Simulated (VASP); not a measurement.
A run of VASP 6.6.1 is set up as follows.

Contents of POSCAR:

```
SnO2
1.0
    0.0000000000      2.5216015818      2.5216015818
    2.5216015818      0.0000000000      2.5216015818
    2.5216015818      2.5216015818      0.0000000000
Sn O
1 2
Direct
    0.0000000000      0.0000000000      0.0000000000
    0.7500000000      0.7500000000      0.7500000000
    0.2500000000      0.2500000000      0.2500000000
```

The input INCAR.step1:

```
SYSTEM = SnO2
ALGO = Normal
EDIFF = 1E-4
ENCUT = 520
GGA = PE
ISMEAR = -1
LASPH = .TRUE.
LCHARG = .FALSE.
LREAL = .FALSE.
LWAVE = .TRUE.
NBANDS = 20
NELM = 60
PREC = Accurate
SIGMA = 0.05
```

Contents of INCAR.step2:

```
SYSTEM = SnO2
ALGO = Normal
EDIFF = 1E-6
ENCUT = 520
ISIF = 2
ISMEAR = -1
ISTART = 1
LASPH = .TRUE.
LCHARG = .TRUE.
LELF = .TRUE.
LMIXTAU = .TRUE.
LREAL = .FALSE.
LVHAR = .TRUE.
LWAVE = .FALSE.
METAGGA = R2SCAN
NBANDS = 20
NELM = 60
PREC = Accurate
SIGMA = 0.05
```

Contents of KPOINTS:

```
k-points
0
G
  9 9 9
  0 0 0
```

Potentials or basis: VASP PAW PBE potentials, release 64 (Sn_d, O).

The run is started by

```sh
$ cat potpaw_PBE.64/Sn_d/POTCAR potpaw_PBE.64/O/POTCAR > POTCAR
$ cp INCAR.step1 INCAR
$ mpirun -np 1 vasp_std > vasp.out
$ cp INCAR.step2 INCAR
$ mpirun -np 1 vasp_std > vasp.out
```

(1) What does it give for the band gap on the k mesh?

(2) Estimate the pressure.

Results:

(1) 1.10 eV, indirect (least direct gap 2.48 eV).

(2) 4.8 GPa.

Caveat: the PAW data sets were made with another functional, which shifts forces and pressure a little; spin-orbit coupling is left out, which moves the levels of the heavy elements.
